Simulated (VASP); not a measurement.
# Zr in VASP: single point with PBEsol

Aim: the single point of Zr with PBEsol.

Everything below comes from runs of VASP 6.6.1. Logs are shortened: lines on timing, memory, paths and dates and some standing lists are left out, and cuts for length are marked.

### 1 The cell of the first run

The cell holds a slab with vacuum, 5 atoms: a = 3.048 Å, b = 3.048 Å, c = 18.799 Å, α = 90.00°, β = 90.00°, γ = 109.47°.

### 2 Single point, PBEsol

INCAR reads:

```
SYSTEM = Zr
PREC = Accurate
ENCUT = 520
EDIFF = 1E-6
ISMEAR = -1
SIGMA = 0.05
LREAL = .FALSE.
LASPH = .TRUE.
NELM = 100
ALGO = Normal
ISIF = 2
LWAVE = .FALSE.
LCHARG = .TRUE.
LDIPOL = .TRUE.
IDIPOL = 3
DIPOL = 0.5 0.5 0.500
GGA = PS
LELF = .TRUE.
LVHAR = .TRUE.
LVACPOTAV = .TRUE.
NBANDS = 38
```

KPOINTS reads:

```
Automatic mesh
0
G
  13 13 1
  0 0 0
```

POSCAR reads:

```
Zr
1.0
    3.0483155759      0.0000000000      0.0000000000
   -1.0161051920      2.8739794865      0.0000000000
    0.0000000000      0.0000000000     18.7991000000
Zr
5
Direct
    0.0000000000      0.0000000000      0.2393720941
    0.5000000000      0.5000000000      0.3642942534
    0.0000000000      0.0000000000      0.4999999969
    0.5000000000      0.5000000000      0.6357056748
    0.0000000000      0.0000000000      0.7606279059
```

Potentials or basis: VASP PAW PBE potentials, release 64 (Zr_sv).

Run with:

```
$ cat potpaw_PBE.64/Zr_sv/POTCAR > POTCAR
$ mpirun -np 1 vasp_std > vasp.out
```

OUTCAR:

```text
SYSTEM = Zr
   PREC = Accurate
   ENCUT = 520
   EDIFF = 1E-6
   ISMEAR = -1
   LREAL = .FALSE.
   LASPH = .TRUE.
   NELM = 100
   ISIF = 2
   GGA = PS

 ion  position               nearest neighbor table
   1  0.000  0.000  0.239-   2 2.93   2 2.93   2 3.42   2 3.42
   2  0.500  0.500  0.364-   1 2.93   1 2.93   3 3.10   3 3.10   1 3.42   1 3.42   3 3.56   3 3.56

   3  0.000  0.000  0.500-   4 3.10   4 3.10   2 3.10   2 3.10   4 3.56   4 3.56   2 3.56   2 3.56

   4  0.500  0.500  0.636-   5 2.93   5 2.93   3 3.10   3 3.10   5 3.42   5 3.42   3 3.56   3 3.56

   5  0.000  0.000  0.761-   4 2.93   4 2.93   4 3.42   4 3.42

  LATTYP: Found a base centered orthorhombic cell.
 ALAT       =     3.5198916366
 B/A-ratio  =     1.4142135624
 C/A-ratio  =     5.3408178265

  Lattice vectors:

 A1 = (   3.0483155759,   0.0000000000,   0.0000000000)
 A2 = (  -1.0161051920,   2.8739794865,   0.0000000000)
 A3 = (   0.0000000000,   0.0000000000,  18.7991000000)

Analysis of symmetry for initial positions (statically):
=====================================================================
 Subroutine PRICEL returns:
 Original cell was already a primitive cell.

 Routine SETGRP: Setting up the symmetry group for a
 base centered orthorhombic supercell.

 Subroutine GETGRP returns: Found  8 space group operations
 (whereof  8 operations were pure point group operations)
 out of a pool of  8 trial point group operations.

The static configuration has the point symmetry D_2h.

Analysis of symmetry for dynamics (positions and initial velocities):
=====================================================================
 Subroutine PRICEL returns:
 Original cell was already a primitive cell.

 Routine SETGRP: Setting up the symmetry group for a
 base centered orthorhombic supercell.

 Subroutine GETGRP returns: Found  8 space group operations
 (whereof  8 operations were pure point group operations)
 out of a pool of  8 trial point group operations.

The dynamic configuration has the point symmetry D_2h.

 Subroutine INISYM returns: Found  8 space group operations
 (whereof  8 operations are pure point group operations),
 and found     1 'primitive' translations

[... 92 lines left out ...]
   ISTART =      0    job   : 0-new  1-cont  2-samecut
   ICHARG =      2    charge: 1-file 2-atom 10-const
   ISPIN  =      1    spin polarized calculation?
   LNONCOLLINEAR =      F non collinear calculations
   LSORBIT =      F    spin-orbit coupling
   LASPH  =      T    aspherical Exc in radial PAW
   ENCUT  =  520.0 eV  38.22 Ry    6.18 a.u.   5.67  5.67 34.95*2*pi/ulx,y,z
   NELM   =    100;   NELMIN=  2; NELMDL= -5     # of ELM steps
   EDIFF  = 0.1E-05   stopping-criterion for ELM
   LREAL  =      F    real-space projection
   EDIFFG = 0.1E-04   stopping-criterion for IOM
   NSW    =      0    number of steps for IOM
   IBRION =     -1    ionic relax: 0-MD 1-quasi-New 2-CG
   NFREE  =      0    steps in history (QN), initial steepest desc. (CG)
   ISIF   =      2    stress and relaxation
   ISYM   =      2    0-nonsym 1-usesym 2-fastsym
   POTIM  = 0.5000    time-step for ionic-motion
   TEBEG  =    0.0;   TEEND  =   0.0 temperature during run
   PSTRESS=    0.0 pullay stress
   NELECT =      60.0000    total number of electrons
   NUPDOWN=      -1.0000    fix difference up-down
   EMIN   =  10.00;   EMAX   =-10.00  energy-range for DOS
   EFERMI =   0.00;   METHOD = LEGACY
   ISMEAR =    -1;   SIGMA  =   0.05  broadening in eV -4-tet -1-fermi 0-gaus
   EFERMI_NEDOS =   21; number of points for ismear=-14 and -15
   IALGO  =     38    algorithm
   IMIX   =      4    mixing-type and parameters
     AMIX     =   0.40;   BMIX     =  1.00
     AMIX_MAG =   1.60;   BMIX_MAG =  1.00
  volume/ion in A,a.u.               =      32.94       222.28
  Fermi-wavevector in a.u.,A,eV,Ry     =   1.169226  2.209516 18.600373  1.367089
  Thomas-Fermi vector in A             =   2.305701
   LORBIT       =      0    0 simple, 1 ext, 2 COOP (PROOUT), +10 PAW based schemes
   GGA     = PS    functional components
   LHFCALC =     F    Hartree Fock is set to
   AEXX    =    0.0000 exact exchange contribution
   IVDW    =     0    specifies the selected vdW correction
   LEPSILON=     F    determine dielectric tensor
   LRPA    =     F    only Hartree local field effects (RPA)
 non-spin polarized calculation
  energy-cutoff  :      520.00
  volume of cell :      164.70
 maximum number of plane-waves:      4483
   NGX = 11   NGY = 11   NGZ = 69

 number of electron      59.9999999 magnetization

 dipolmoment           0.000000      0.000000      0.000016 electrons x Angstroem

 Free energy of the ion-electron system (eV)
  ---------------------------------------------------
  ext. energy  EPLUGINS =         0.00000000
  ---------------------------------------------------
  free energy    TOTEN  =       -43.33436999 eV

  energy without entropy =      -43.25612471  energy(sigma->0) =      -43.29524735

 E-fermi :   4.8870     XC(G=0):  -8.5303

 val. band max:        4.8858742150   @ k =   0.3077  -0.0000   0.0000
 cond. band min:       4.8928091629   @ k =  -0.0769   0.0769   0.0000
 fundamental gap:      0.0069349479
 Fermi energy:         4.8870348160

 k-point     1 :       0.0000    0.0000    0.0000
  band No.  band energies     occupation
      1     -43.6021      2.00000
      2     -43.6016      2.00000
      3     -43.3447      2.00000
      4     -43.1566      2.00000
      5     -43.1384      2.00000
      6     -22.0319      2.00000
[... 973 lines left out ...]
     37       7.0607      0.00000
     38       7.7127      0.00000

 [... further k-points ...]
[... 5 lines left out ...]
  --------------------------------------------------------------------------------------
  -------------------------------------------------------------------------------------
  Total       -2.1252992     -1.7581707     -0.0000040      0.5191981      0.0000000      0.0000000
  in kB      -20.6752140    -17.1037355     -0.0000390      5.0508333      0.0000000      0.0000000
  external PRESSURE =     -12.5929962 kB  Pullay stress =       0.0000000 kB

 VOLUME and BASIS-vectors are now :
 -----------------------------------------------------------------------------
  energy-cutoff  :      520.00
  volume of cell :      164.70
      direct lattice vectors                 reciprocal lattice vectors
     3.048315576  0.000000000  0.000000000     0.328050025  0.115983199  0.000000000
    -1.016105192  2.873979487  0.000000000     0.000000000  0.347949596  0.000000000
     0.000000000  0.000000000 18.799100000     0.000000000  0.000000000  0.053194036

 POSITION                                       TOTAL-FORCE (eV/Angst)
 -----------------------------------------------------------------------------------
      0.00000      0.00000      4.49998        -0.000000      0.000000     -0.002113
      1.01611      1.43699      6.84840        -0.000000      0.000000     -0.006335
      0.00000      0.00000      9.39955        -0.000000      0.000000     -0.000000
      1.01611      1.43699     11.95069         0.000000     -0.000000      0.006335
      0.00000      0.00000     14.29912         0.000000      0.000000      0.002113
 -----------------------------------------------------------------------------------
    total drift:                                0.000000      0.000000      0.004079

  FREE ENERGIE OF THE ION-ELECTRON SYSTEM (eV)
  ---------------------------------------------------
  free  energy   TOTEN  =       -43.3343699942 eV

  energy  without entropy=      -43.2561247075  energy(sigma->0) =      -43.29524735
```

Wall time 5.7 min (1 thread of Intel Xeon Platinum 8488C (Sapphire Rapids), shared host); peak memory 0.4 GiB.

What came out:

| Item | Value |
| --- | --- |
| Free energy | -43.3344 eV |
| Largest force | 0.006 eV/Å |
| Band gap on the k mesh | zero (bands 30 and 31 overlap by 0.64 eV) |

Forces on the atoms (eV/Å):
```
Zr   0.000  0.000 -0.002
Zr   0.000  0.000 -0.006
Zr   0.000  0.000  0.000
Zr   0.000  0.000  0.006
Zr   0.000  0.000  0.002
```

Caveat: the PAW data sets were made with another functional, which shifts forces and pressure a little.
